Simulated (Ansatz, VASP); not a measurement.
AlSn: VASP beside Ansatz

```xyz
4
Lattice="0.0000 3.6289 3.6289 3.6289 0.0000 3.6289 3.6289 3.6289 0.0000" Properties=species:S:1:pos:R:3 pbc="T T T"
Al    0.0000    0.0000    0.0000
Al    1.8144    1.8144    1.8144
Sn    5.4433    5.4433    5.4433
Sn    3.6289    3.6289    3.6289
```

Alike in both runs: functional PBE; k mesh 4 × 4 × 4; occupations gaussian, width 0.1 eV; no spin polarisation.

Ansatz relaxed the structure, and its values are those at the end. VASP's run is a single point on that final structure, the one shown.

```csv
,VASP,Ansatz
version,VASP 6.6.1,Ansatz 0.2.0
potentials or method,"VASP PAW PBE potentials, release 64 (Al, Sn_d), cutoff 520 eV","scalar-relativistic, plane waves, PAW"
valence electrons in the cell,34,34
```

|  | VASP | Ansatz | Ansatz less VASP |
| --- | --- | --- | --- |
| gap on the k mesh at the Fermi level (eV) | none | none | - |
| pressure (GPa) | -0.3 | -0.3 | +0.01 |

A gap of «none» marks a metal or a gap that the smearing closes.

The k mesh is coarse, so the values compare programs but aren't converged.
